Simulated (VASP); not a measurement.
Crystal: NaF (Villiaumite).

```
Na F
1.0
     0.00000    2.30443    2.30443
     2.30443    0.00000    2.30443
     2.30443    2.30443    0.00000
Na F
1 1
Direct
  0.00000 0.00000 0.00000
  0.50000 0.50000 0.50000
```

Program: VASP 6.6.1. Alike in all runs: task single point; no spin polarisation; cell as given; k mesh 10 × 10 × 10; cutoff (eV) 520; smearing fermi-dirac 0.05 eV.

Problem. Order these runs on this cell by their pressure, lowest first.
A. level LDA; potentials or basis VASP PAW LDA potentials, release 64 (Na_pv, F)
B. level r2SCAN; potentials or basis VASP PAW PBE potentials, release 64 (Na_pv, F)
C. level PBEsol; potentials or basis VASP PAW PBE potentials, release 64 (Na_pv, F)

Solution. A (-3.7 GPa), B (-1.3 GPa), C (0.7 GPa).

Caveats: the PAW data sets were made with another functional, which shifts forces and pressure a little (some runs).
